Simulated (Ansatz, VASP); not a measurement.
One calculation of Ge2Sb2Te5, two programs

Contents of INCAR:

```
PREC = Accurate
ENCUT = 520
EDIFF = 1E-7
ISMEAR = 0
SIGMA = 0.15
LREAL = False
LASPH = True
NELM = 80
ALGO = Normal
ISIF = 2
LWAVE = False
LCHARG = False
GGA = PS
NBANDS = 44
```

KPOINTS

```
Automatic mesh
0
Gamma
  11 11 3
```

Contents of POSCAR:

```
Ge2Sb2Te5
1.0
   -4.2017346381      0.0000000000      0.0000000000
   -2.1008673191     -3.6388089366      0.0000000000
   -4.2019447249     -2.4259939180     17.1060817248
Ge Sb Te
2 2 5
Direct
    0.8864559255      0.8864559255      0.1703075964
   -0.3294114055     -0.3294114055      0.4940924036
   -0.2992943467     -0.2992943467      0.9488940753
    0.1896388667      0.1896388667      0.7155059247
   -0.5548277400     -0.5548277400      0.8322000000
   -0.0755259519     -0.0755259519      0.6132582649
    0.6325704719      0.6325704719      0.0511417351
    0.1647367881      0.1647367881      0.2528821737
    0.3923077319      0.3923077319      0.4115178263
```

Input for Ansatz:

```yaml
crystal:
  lattice:
    - [-4.2017346381, 0.0, 0.0]
    - [-2.1008673191, -3.6388089366, 0.0]
    - [-4.2019447249, -2.425993918, 17.1060817248]
  atoms:
    - { symbol: Ge, position: [0.8864559255, 0.8864559255, 0.1703075964] }
    - { symbol: Ge, position: [-0.3294114055, -0.3294114055, 0.4940924036] }
    - { symbol: Sb, position: [-0.2992943467, -0.2992943467, 0.9488940753] }
    - { symbol: Sb, position: [0.1896388667, 0.1896388667, 0.7155059247] }
    - { symbol: Te, position: [-0.55482774, -0.55482774, 0.8322] }
    - { symbol: Te, position: [-0.0755259519, -0.0755259519, 0.6132582649] }
    - { symbol: Te, position: [0.6325704719, 0.6325704719, 0.0511417351] }
    - { symbol: Te, position: [0.1647367881, 0.1647367881, 0.2528821737] }
    - { symbol: Te, position: [0.3923077319, 0.3923077319, 0.4115178263] }
basis:
  ecutwfc: 420
kpoints:
  mp_grid: { grid: [11, 11, 3] }
hamiltonian:
  xc: pbesol
scf:
  occupations: { method: gaussian, width: 0.15 }
output:
  forces: true
  stress: true
  eigenvalues: true
```

Alike in both runs: task single point; functional PBEsol; k mesh 11 × 11 × 3; occupations gaussian, width 0.15 eV; no spin polarisation.

|  | VASP | Ansatz |
| --- | --- | --- |
| version | VASP 6.6.1 | Ansatz 0.2.0 |
| potentials or method | VASP PAW PBE potentials, release 64 (Ge_d, Sb, Te), cutoff 520 eV | scalar-relativistic, plane waves, PAW |
| valence electrons in the cell | 68 | 138 |

|  | VASP | Ansatz | Ansatz less VASP |
| --- | --- | --- | --- |
| gap on the k mesh at the Fermi level (eV) | none | none | - |
| pressure (GPa) | 23.8 | 23.2 | -0.55 |
| traceless stress, the component that is largest in VASP (GPa) | 46.84 | 45.58 | -1.257 |
| rms of the force components (eV/Å) | 17.541 | 17.066 | -0.4757 |

VASP's potentials were made for PBE, not for PBEsol. Atom by atom the forces differ by 0.476 eV/Å (rms over components). A gap of «none» marks a metal or a gap that the smearing closes. With one functional, cell and mesh, what is left measures potentials, basis and numerics. VASP's potentials hold 68 valence electrons a cell and Ansatz's 138, so a difference there can come from the potentials and not from the codes.

Neither program's run includes spin-orbit coupling.
